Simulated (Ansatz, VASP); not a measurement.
# TaN in VASP and in Ansatz

```xyz
4
Lattice="3.0378 0.0000 0.0000 -1.5189 2.6308 0.0000 0.0000 0.0000 4.9016" Properties=species:S:1:pos:R:3 pbc="T T T"
Ta    0.0000    0.0000    0.0000
Ta    0.0000    0.0000    2.4508
N     0.0000    1.7539    1.2254
N     1.5189    0.8769    3.6762
```

Change from the starting cell: volume scaled by 0.99, PAW files.

Alike in both runs: task electric field gradients; functional PBEsol; k mesh 9 × 9 × 5; occupations fermi-dirac, width 0.01 eV; no spin polarisation.

|  | VASP | Ansatz |
| --- | --- | --- |
| version | VASP 6.6.1 | Ansatz 0.2.0 |
| potentials or method | VASP PAW PBE potentials, release 64 (Ta_pv, N) | PAW with Ansatz's default frozen-core files, scalar-relativistic |
| plane-wave cutoff (eV) | 520 | 420 |
| valence electrons in the cell | 32 | 36 |

|  | VASP | Ansatz | Ansatz less VASP |
| --- | --- | --- | --- |
| pressure (GPa) | 55.5 | 53.9 | -1.66 |
| traceless stress, the component that is largest in VASP (GPa) | 58.04 | 57.56 | -0.477 |
| size of Vzz on the site where it differs most (V/Å²) | 179.1 | 205.0 | +25.88 |

VASP's potentials were made for PBE, not for PBEsol. Both programs put the cell under a high pressure, so it lies far from rest at this level. VASP's potentials hold 32 valence electrons a cell and Ansatz's 36, so a difference there can come from the potentials and not from the codes.

Neither program's run includes spin-orbit coupling.
